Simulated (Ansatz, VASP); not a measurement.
**Two plane-wave programs on HgC2S2N2**

INCAR

```
  PREC = Accurate
  ENCUT = 520
  EDIFF = 1E-6
  ISMEAR = 0
  SIGMA = 0.02
  LREAL = F
  LASPH = T
  NELM = 60
  ALGO = Normal
  ISIF = 2
  LWAVE = F
  LCHARG = F
  GGA = PE
  NBANDS = 30
```

Contents of KPOINTS:

```
Automatic mesh
0
Gamma
  8 6 4
```

The input POSCAR:

```
HgC2S2N2
1.0
    4.2329471887      0.0000000000      0.0000000000
   -2.1144270624      5.7163840087      0.0000000000
   -0.0029581084     -0.5040876655      6.7692714648
Hg C S N
1 2 2 2
Direct
    0.0106090000      0.0031850000      0.9995660000
    0.2621110000      0.5190190000      0.2254610000
    0.7408300000      0.4839070000      0.7775810000
    0.1382670000      0.2529200000      0.3262010000
    0.8826210000      0.7489330000      0.6773500000
    0.3527220000      0.7110710000      0.1580950000
    0.6367890000      0.2885240000      0.8396700000
```

Input for Ansatz:

```yaml
crystal:
  lattice:
    - [4.2329471887, 0.0, 0.0]
    - [-2.1144270624, 5.7163840087, 0.0]
    - [-0.0029581084, -0.5040876655, 6.7692714648]
  atoms:
    - { symbol: Hg, position: [0.010609, 0.003185, 0.999566] }
    - { symbol: C, position: [0.262111, 0.519019, 0.225461] }
    - { symbol: C, position: [0.74083, 0.483907, 0.777581] }
    - { symbol: S, position: [0.138267, 0.25292, 0.326201] }
    - { symbol: S, position: [0.882621, 0.748933, 0.67735] }
    - { symbol: "N", position: [0.352722, 0.711071, 0.158095] }
    - { symbol: "N", position: [0.636789, 0.288524, 0.83967] }
basis:
  ecutwfc: 420
kpoints:
  mp_grid: { grid: [8, 6, 4] }
hamiltonian:
  xc: pbe
scf:
  occupations: { method: gaussian, width: 0.02 }
output:
  forces: true
  stress: true
  eigenvalues: true
```

Alike in both runs: task single point; functional PBE; k mesh 8 × 6 × 4; occupations gaussian, width 0.02 eV; no spin polarisation.

```csv
,VASP,Ansatz
version,VASP 6.6.1,Ansatz 0.2.0
potentials or method,"VASP PAW PBE potentials, release 64 (Hg, C, S, N), cutoff 520 eV","scalar-relativistic, plane waves, PAW"
valence electrons in the cell,42,50
```

|  | VASP | Ansatz | Ansatz less VASP |
| --- | --- | --- | --- |
| gap on the k mesh at the Fermi level (eV) | 1.81 | 1.79 | -0.015 |
| least direct gap on the mesh (eV) | 1.87 | 1.86 | -0.015 |
| pressure (GPa) | -6.2 | -6.2 | +0.01 |
| traceless stress, the component that is largest in VASP (GPa) | -7.65 | -7.64 | +0.012 |
| rms of the force components (eV/Å) | 1.470 | 1.552 | +0.0815 |

Atom by atom the forces differ by 0.119 eV/Å (rms over components). VASP's potentials hold 42 valence electrons a cell and Ansatz's 50, so a difference there can come from the potentials and not from the codes.

Spin-orbit coupling is off throughout. Noted on VASP's run: the standard files for N, O and F lose accuracy on very short bonds.
